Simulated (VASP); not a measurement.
Here is a VASP 6.6.1 calculation.

The input INCAR:

```
PREC = Accurate
ENCUT = 520
EDIFF = 1E-6
ISMEAR = -1
SIGMA = 0.05
LREAL = F
LASPH = T
NELM = 60
ALGO = Normal
ISIF = 2
LWAVE = F
LCHARG = F
GGA = B5
ALDAX = 1.0
AGGAX = 1.0
AGGAC = 1.0
ALDAC = 0.0
IVDW = 13
VDW_S6 = 1.0
VDW_S8 = 2.34076671
VDW_A1 = 0.44488865
VDW_A2 = 4.0933009
NBANDS = 8
```

File KPOINTS:

```
Automatic mesh
0
Gamma
  11 11 11
```

POSCAR

```
Li
1.0
   -1.6988257667      1.6988257667      1.6988257667
    1.6988257667     -1.6988257667      1.6988257667
    1.6988257667      1.6988257667     -1.6988257667
Li
1
Direct
    0.0000000000      0.0000000000      0.0000000000
```

Potentials or basis: VASP PAW PBE potentials, release 64 (Li_sv).

Command:

```sh
$ cat potpaw_PBE.64/Li_sv/POTCAR > POTCAR
$ mpirun -np 1 vasp_std > vasp.out
```

(1) Estimate the dispersion energy per atom.

## Answers

(1) -0.038 eV.
